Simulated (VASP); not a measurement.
Here is a VASP 6.6.1 calculation.

The input INCAR:

```
SYSTEM = InSe
PREC = Accurate
ENCUT = 520
EDIFF = 1E-7
ISMEAR = 0
SIGMA = 0.05
LREAL = .FALSE.
LASPH = .TRUE.
NELM = 60
ALGO = Normal
ISIF = 2
LWAVE = .FALSE.
LCHARG = .FALSE.
GGA = PS
NBANDS = 27
```

Contents of KPOINTS:

```
Automatic mesh
0
G
  8 8 6
  0 0 0
```

POSCAR

```
InSe
1.0
    5.8749264423     -2.0552742521     -0.0052948673
    5.8749264423      2.0552742521     -0.0052948673
   -1.6051187023      0.0000000000      4.2720903652
In Se
2 2
Direct
    0.8838834041      0.8838834041      0.0150045297
    0.1141973411      0.1141973411      0.9709460661
    0.6547212217      0.6547212217      0.6374867706
    0.3452787783      0.3452787783      0.3625132294
```

Potentials or basis: VASP PAW PBE potentials, release 64 (In_d, Se).

Run with:

```sh
$ cat potpaw_PBE.64/In_d/POTCAR potpaw_PBE.64/Se/POTCAR > POTCAR
$ mpirun -np 1 vasp_std > vasp.out
```

What does it give for the band gap on the k mesh?

0.68 eV (least direct gap 1.08 eV).

Estimate the largest force.

0.233 eV/Å.

Stress tensor (GPa, compression positive):
```
 0.36  0.00  0.38
 0.00 -0.21  0.00
 0.38  0.00 -0.13
```

Caveat: the cell differs from its parent crystal (atom 1 (In) moved -0.060 Å along Cartesian [0 0 1]); the PAW data sets were made with another functional, which shifts forces and pressure a little; spin-orbit coupling is left out, which moves the levels of the heavy elements. A k mesh can miss the band edges.
